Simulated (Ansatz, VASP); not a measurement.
**CaO in VASP and in Ansatz**

INCAR

```
ALGO     = Normal         # electronic algorithm
EDIFF    = 1E-7           # SCF threshold, eV
ENCUT    = 520            # plane-wave cutoff, eV
GGA      = PE             # functional
ISIF     = 2              # what is computed and relaxed
ISMEAR   = -1             # smearing method
LASPH    = T              # aspherical terms in the spheres
LCHARG   = F              # write CHGCAR
LREAL    = F              # projectors in reciprocal space
LWAVE    = F              # write WAVECAR
NBANDS   = 15             # bands
NELM     = 100            # most SCF steps
PREC     = Accurate       # precision mode
SIGMA    = 0.02           # smearing width, eV
```

The input KPOINTS:

```
k-points
0
Gamma
  10 10 10
```

File POSCAR:

```
CaO
1.0
    0.0000000000      2.4335133706      2.3796511456
    2.4335133706      0.0000000000      2.3796511456
    2.4335133706      2.4335133706      0.0000000000
Ca O
1 1
Direct
    0.0000000000      0.0000000000      0.0000000000
    0.5000000000      0.5000000000      0.5000000000
```

Input for Ansatz:

```yaml
crystal:
  lattice:
    - [0.0, 2.4335133706, 2.3796511456]
    - [2.4335133706, 0.0, 2.3796511456]
    - [2.4335133706, 2.4335133706, 0.0]
  atoms:
    - { symbol: Ca, position: [0.0, 0.0, 0.0] }
    - { symbol: O, position: [0.5, 0.5, 0.5] }
kpoints:
  mp_grid: { grid: [10, 10, 10] }
  band_path:
    path:
      - [0.0, 0.0, 0.0]
      - [0.5, 0.0, 0.5]
      - [0.625, 0.25, 0.625]
      - [0.375, 0.375, 0.75]
      - [0.5, 0.5, 0.5]
      - [0.5, 0.25, 0.75]
    npoints: 1
hamiltonian:
  xc: pbe
scf:
  occupations: { method: fermi_dirac, width: 0.02 }
  n_extra_bands: 4
output:
  forces: true
  stress: true
  eigenvalues: true
```

Change from the starting cell: epitaxial_xy strain +1.5%.

Alike in both runs: task single point; functional PBE; k mesh 10 × 10 × 10; occupations fermi-dirac, width 0.02 eV; no spin polarisation.

|  | VASP | Ansatz |
| --- | --- | --- |
| version | VASP 6.6.1 | Ansatz 0.2.0 |
| potentials or method | VASP PAW PBE potentials, release 64 (Ca_sv, O) | plane waves, PAW |
| plane-wave cutoff (eV) | 520 | 420 |
| valence electrons in the cell | 16 | 16 |

Ansatz gave:

```
gap on the k mesh at the Fermi level (eV)                     : 3.58
pressure (GPa)                                                : 0.1
traceless stress, the component that is largest in VASP (GPa) : 2.24
```

Q: Which values does VASP return?

A: gap on the k mesh at the Fermi level (eV): 3.56; pressure (GPa): 0.7; traceless stress, the component that is largest in VASP (GPa): 2.34.
